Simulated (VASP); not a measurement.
# Ca5GeN2 (Cmmm) in VASP: single point with PBE

Aim: the single point of Ca5GeN2 with PBE.

Program: VASP 6.6.1. These are calculated values, not measurements. Logs are shortened: lines on timing, memory, paths and dates and some standing lists are left out, and cuts for length are marked.

### Step 1. The cell of the first run

The structure is orthorhombic, space group Cmmm (No. 65). Conventional cell: a = 4.907 Å, b = 14.674 Å, c = 4.884 Å, α = 90.00°, β = 90.00°, γ = 90.00°. Within 3.2 Å of Ca (site symmetry m2m) lie 3 N at 2.42 to 2.45 Å. Ca (site symmetry m2m) has 2 N at 2.47 Å and 2 Ca at 3.18 Å and 2 Ge at 3.19 Å within 3.3 Å. Within 3.2 Å of Ca (site symmetry mmm) lie 2 N at 2.42 Å and 4 Ca at 3.18 Å. Within 4.2 Å of Ge (site symmetry mmm) lie 12 Ca at 3.19 to 3.49 Å. Within 3.2 Å of N (site symmetry m2m) lie 6 Ca at 2.42 to 2.47 Å.

### Step 2. Single point, PBE

INCAR

```
  PREC = Accurate
  ENCUT = 520
  EDIFF = 1E-6
  ISMEAR = 0
  SIGMA = 0.1
  LREAL = F
  LASPH = T
  NELM = 80
  ALGO = Normal
  ISIF = 2
  LWAVE = F
  LCHARG = T
  GGA = PE
  LELF = T
  LVHAR = T
  NBANDS = 47
```

KPOINTS

```
Automatic mesh
0
Gamma
  8 8 6
```

POSCAR

```
Ca5GeN2
1.0
    2.4534129445     -7.3371054417      0.0000000000
    2.4534129445      7.3371054417      0.0000000000
    0.0000000000      0.0000000000      4.8841686477
Ca Ge N
5 1 2
Direct
    0.3298543501      0.6701456499      0.0000000000
    0.6701456499      0.3298543501      0.0000000000
    0.1389800021      0.8610199979      0.5000000000
    0.8610199979      0.1389800021      0.5000000000
    0.0000000000      0.0000000000      0.0000000000
    0.5000000000      0.5000000000      0.5000000000
    0.1648549884      0.8351450116      0.0000000000
    0.8351450116      0.1648549884      0.0000000000
```

Potentials or basis: VASP PAW PBE potentials, release 64 (Ca_sv, Ge_d, N).

Command:

```sh
$ cat potpaw_PBE.64/Ca_sv/POTCAR potpaw_PBE.64/Ge_d/POTCAR potpaw_PBE.64/N/POTCAR > POTCAR
$ mpirun -np 1 vasp_std > vasp.out
```

OUTCAR:

```text
PREC = Accurate
   ENCUT = 520
   EDIFF = 1E-6
   ISMEAR = 0
   LREAL = F
   LASPH = T
   NELM = 80
   ISIF = 2
   GGA = PE

 ion  position               nearest neighbor table
   1  0.330  0.670  0.000-   7 2.42   8 2.45   8 2.45
   2  0.670  0.330  0.000-   8 2.42   7 2.45   7 2.45
   3  0.139  0.861  0.500-   7 2.47   7 2.47
   4  0.861  0.139  0.500-   8 2.47   8 2.47
   5  0.000  0.000  0.000-   7 2.42   8 2.42
   6  0.500  0.500  0.500-
   7  0.165  0.835  0.000-   5 2.42   1 2.42   2 2.45   2 2.45   3 2.47   3 2.47
   8  0.835  0.165  0.000-   5 2.42   2 2.42   1 2.45   1 2.45   4 2.47   4 2.47

  LATTYP: Found a base centered orthorhombic cell.
 ALAT       =     4.9068258890
 B/A-ratio  =     2.9905709343
 C/A-ratio  =     0.9953825056

  Lattice vectors:

 A1 = (   2.4534129445,  -7.3371054417,   0.0000000000)
 A2 = (   2.4534129445,   7.3371054417,   0.0000000000)
 A3 = (   0.0000000000,   0.0000000000,   4.8841686477)

Analysis of symmetry for initial positions (statically):
=====================================================================
 Subroutine PRICEL returns:
 Original cell was already a primitive cell.

 Routine SETGRP: Setting up the symmetry group for a
 base centered orthorhombic supercell.

 Subroutine GETGRP returns: Found  8 space group operations
 (whereof  8 operations were pure point group operations)
 out of a pool of  8 trial point group operations.

The static configuration has the point symmetry D_2h.

Analysis of symmetry for dynamics (positions and initial velocities):
=====================================================================
 Subroutine PRICEL returns:
 Original cell was already a primitive cell.

 Routine SETGRP: Setting up the symmetry group for a
 base centered orthorhombic supercell.

 Subroutine GETGRP returns: Found  8 space group operations
 (whereof  8 operations were pure point group operations)
 out of a pool of  8 trial point group operations.

The dynamic configuration has the point symmetry D_2h.

 Subroutine INISYM returns: Found  8 space group operations
 (whereof  8 operations are pure point group operations),
 and found     1 'primitive' translations

----------------------------------------------------------------------------------------

                                     Primitive cell

  volume of cell :     175.8393

  direct lattice vectors                    reciprocal lattice vectors
     2.453412945 -7.337105442  0.000000000     0.203797735 -0.068146765  0.000000000
     2.453412945  7.337105442  0.000000000     0.203797735  0.068146765  0.000000000
     0.000000000  0.000000000  4.884168648     0.000000000  0.000000000  0.204743135

  length of vectors
     7.736430142  7.736430142  4.884168648     0.214889502  0.214889502  0.204743135

  position of ions in fractional coordinates (direct lattice)
     0.329854350  0.670145650  0.000000000
     0.670145650  0.329854350  0.000000000
     0.138980002  0.861019998  0.500000000
     0.861019998  0.138980002  0.500000000
     0.000000000  0.000000000  0.000000000
     0.500000000  0.500000000  0.500000000
     0.164854988  0.835145012  0.000000000
     0.835145012  0.164854988  0.000000000

  ion indices of the primitive-cell ions
   primitive index   ion index
                 1           1
                 2           2
                 3           3
                 4           4
                 5           5
                 6           6
                 7           7
                 8           8

----------------------------------------------------------------------------------------

 KPOINTS: Automatic mesh

Automatic generation of k-mesh.
 Grid dimensions read from file:
 generate k-points for:    8    8    6

 Generating k-lattice:

  Cartesian coordinates                     Fractional coordinates (reciprocal lattice)
     0.025474717 -0.008518346  0.000000000     0.125000000 -0.000000000  0.000000000
     0.025474717  0.008518346  0.000000000    -0.000000000  0.125000000  0.000000000
     0.000000000  0.000000000  0.034123856     0.000000000  0.000000000  0.166666667

  Length of vectors
     0.026861188  0.026861188  0.034123856

  Shift w.r.t. Gamma in fractional coordinates (k-lattice)
     0.000000000  0.000000000  0.000000000

 Subroutine IBZKPT returns following result:
 ===========================================

 Found     84 irreducible k-points:

 Following reciprocal coordinates:
            Coordinates               Weight
  0.000000  0.000000  0.000000      1.000000
  0.125000  0.000000  0.000000      4.000000
  0.250000  0.000000  0.000000      4.000000
  0.375000 -0.000000  0.000000      4.000000
  0.500000  0.000000  0.000000      2.000000
  0.125000  0.125000  0.000000      2.000000
[... 16 lines left out ...]
  0.125000  0.000000  0.166667      8.000000
  0.250000  0.000000  0.166667      8.000000
 [... further k-points ...]
   k-points           NKPTS =     84   k-points in BZ     NKDIM =     84   number of bands    NBANDS=     47
   number of dos      NEDOS =    301   number of ions     NIONS =      8
   total plane-waves  NPLWV = 129600
   dimension x,y,z NGX =    60 NGY =   60 NGZ =   36
   dimension x,y,z NGXF=   120 NGYF=  120 NGZF=   72
   ions per type =               5   1   2
   NGX,Y,Z   is equivalent  to a cutoff of  12.89, 12.89, 12.25 a.u.
   NGXF,Y,Z  is equivalent  to a cutoff of  25.79, 25.79, 24.51 a.u.
 SYSTEM =  unknown system
   PREC   = accura    normal or accurate (medium, high low for compatibility)
   ISTART =      0    job   : 0-new  1-cont  2-samecut
   ICHARG =      2    charge: 1-file 2-atom 10-const
   ISPIN  =      1    spin polarized calculation?
   LNONCOLLINEAR =      F non collinear calculations
   LSORBIT =      F    spin-orbit coupling
   LASPH  =      T    aspherical Exc in radial PAW
   ENCUT  =  520.0 eV  38.22 Ry    6.18 a.u.  14.38 14.38  9.08*2*pi/ulx,y,z
   NELM   =     80;   NELMIN=  2; NELMDL= -5     # of ELM steps
   EDIFF  = 0.1E-05   stopping-criterion for ELM
   LREAL  =      F    real-space projection
[... 7 lines left out ...]
   TEBEG  =    0.0;   TEEND  =   0.0 temperature during run
   PSTRESS=    0.0 pullay stress
   NELECT =      74.0000    total number of electrons
   NUPDOWN=      -1.0000    fix difference up-down
   EMIN   =  10.00;   EMAX   =-10.00  energy-range for DOS
   EFERMI =   0.00;   METHOD = LEGACY
   ISMEAR =     0;   SIGMA  =   0.10  broadening in eV -4-tet -1-fermi 0-gaus
   EFERMI_NEDOS =   21; number of points for ismear=-14 and -15
   IALGO  =     38    algorithm
   IMIX   =      4    mixing-type and parameters
     AMIX     =   0.40;   BMIX     =  1.00
     AMIX_MAG =   1.60;   BMIX_MAG =  1.00
  volume/ion in A,a.u.               =      21.98       148.33
  Fermi-wavevector in a.u.,A,eV,Ry     =   1.226818  2.318349 20.477881  1.505082
  Thomas-Fermi vector in A             =   2.361804
   LORBIT       =      0    0 simple, 1 ext, 2 COOP (PROOUT), +10 PAW based schemes
   GGA     = PE    functional components
   LHFCALC =     F    Hartree Fock is set to
   AEXX    =    0.0000 exact exchange contribution
   IVDW    =     0    specifies the selected vdW correction
   LEPSILON=     F    determine dielectric tensor
   LRPA    =     F    only Hartree local field effects (RPA)
 non-spin polarized calculation
 Gauss-broadening in eV      SIGMA  =   0.10
  energy-cutoff  :      520.00
  volume of cell :      175.84
 maximum number of plane-waves:      4770
 NGX is ok and might be reduce to    60
   NGX = 29   NGY = 29   NGZ = 19

 number of electron      74.0000006 magnetization

 Free energy of the ion-electron system (eV)
  ---------------------------------------------------
  ext. energy  EPLUGINS =         0.00000000
  ---------------------------------------------------
  free energy    TOTEN  =       -36.60994324 eV

  energy without entropy =      -36.60371040  energy(sigma->0) =      -36.60682682

 E-fermi :   3.3751     XC(G=0):  -9.3628

 val. band max:        3.3750920858   @ k =   0.1250   0.1250   0.0000
 cond. band min:       3.3864754679   @ k =   0.1250   0.0000   0.1667
 fundamental gap:      0.0113833821
 Fermi energy:         3.3751396414

 k-point     1 :       0.0000    0.0000    0.0000
  band No.  band energies     occupation
      1     -37.2624      2.00000
      2     -37.2526      2.00000
      3     -36.8838      2.00000
      4     -36.4758      2.00000
      5     -36.4459      2.00000
      6     -19.8639      2.00000
[... 39 lines left out ...]
     46       7.0011      0.00000
     47       7.2351      0.00000

 k-point     2 :       0.1250    0.0000    0.0000
  band No.  band energies     occupation
      1     -37.2621      2.00000
      2     -37.2527      2.00000
      3     -36.8837      2.00000
      4     -36.4748      2.00000
      5     -36.4471      2.00000
      6     -19.8637      2.00000
[... 39 lines left out ...]
     46       7.1053      0.00000
     47       7.2799      0.00000

 k-point     3 :       0.2500    0.0000    0.0000
  band No.  band energies     occupation
      1     -37.2612      2.00000
      2     -37.2530      2.00000
      3     -36.8835      2.00000
      4     -36.4718      2.00000
      5     -36.4504      2.00000
      6     -19.8632      2.00000
[... 39 lines left out ...]
     46       7.1800      0.00000
     47       7.2156      0.00000

 k-point     4 :       0.3750   -0.0000    0.0000
  band No.  band energies     occupation
      1     -37.2602      2.00000
      2     -37.2534      2.00000
      3     -36.8833      2.00000
      4     -36.4671      2.00000
      5     -36.4555      2.00000
      6     -19.8627      2.00000
[... 939 lines left out ...]
     46       6.8744      0.00000
     47       7.0561      0.00000

 k-point    23 :       0.1250    0.0000    0.1667
  band No.  band energies     occupation
      1     -37.2606      2.00000
      2     -37.2525      2.00000
      3     -36.8850      2.00000
      4     -36.4749      2.00000
      5     -36.4471      2.00000
      6     -19.8637      2.00000
[... 39 lines left out ...]
     46       7.0381      0.00000
     47       7.1755      0.00000

 k-point    24 :       0.2500    0.0000    0.1667
  band No.  band energies     occupation
      1     -37.2598      2.00000
      2     -37.2528      2.00000
      3     -36.8847      2.00000
      4     -36.4719      2.00000
      5     -36.4504      2.00000
      6     -19.8632      2.00000
[... 39 lines left out ...]
     46       7.1397      0.00000
     47       7.3872      0.00000

 [... further k-points ...]
[... 5 lines left out ...]
  --------------------------------------------------------------------------------------
  -------------------------------------------------------------------------------------
  Total        0.2350125      0.2555605      0.2100731      0.0000000      0.0000000      0.0000000
  in kB        2.1413395      2.3285647      1.9141016      0.0000000      0.0000000      0.0000000
  external PRESSURE =       2.1280019 kB  Pullay stress =       0.0000000 kB

 VOLUME and BASIS-vectors are now :
 -----------------------------------------------------------------------------
  energy-cutoff  :      520.00
  volume of cell :      175.84
      direct lattice vectors                 reciprocal lattice vectors
     2.453412945 -7.337105442  0.000000000     0.203797735 -0.068146765  0.000000000
     2.453412945  7.337105442  0.000000000     0.203797735  0.068146765  0.000000000
     0.000000000  0.000000000  4.884168648     0.000000000  0.000000000  0.204743135

 POSITION                                       TOTAL-FORCE (eV/Angst)
 -----------------------------------------------------------------------------------
      2.45341      2.49675      0.00000        -0.000000     -0.017882     -0.000000
      2.45341     -2.49675      0.00000        -0.000000      0.017882     -0.000000
      2.45341      5.29768      2.44208        -0.000000     -0.000021     -0.000000
      2.45341     -5.29768      2.44208        -0.000000      0.000021     -0.000000
      0.00000      0.00000      0.00000        -0.000000      0.000000     -0.000000
      2.45341      0.00000      2.44208         0.000000      0.000000     -0.000000
      2.45341      4.91799      0.00000        -0.000000     -0.007930      0.000000
      2.45341     -4.91799      0.00000        -0.000000      0.007930     -0.000000
 -----------------------------------------------------------------------------------
    total drift:                                0.000000      0.000000     -0.000000

  FREE ENERGIE OF THE ION-ELECTRON SYSTEM (eV)
  ---------------------------------------------------
  free  energy   TOTEN  =       -36.6099432409 eV

  energy  without entropy=      -36.6037103969  energy(sigma->0) =      -36.60682682
```

Run time: 16 min. Hardware: 1 thread of Oxide Virtual Turin-like, shared host; peak memory 0.72 GiB.

Results:

```
Free energy            : -36.6099 eV
Pressure               : 0.2 GPa
Largest force          : 0.018 eV/Å
Band gap on the k mesh : zero (band 37 reaches 3.66 eV, above the bottom of band 38 at 3.23 eV)
```

Forces on the atoms (eV/Å):
```
Ca   0.000 -0.018  0.000
Ca   0.000  0.018  0.000
Ca   0.000  0.000  0.000
Ca   0.000  0.000  0.000
Ca   0.000  0.000  0.000
Ge   0.000  0.000  0.000
N    0.000 -0.008  0.000
N    0.000  0.008  0.000
```
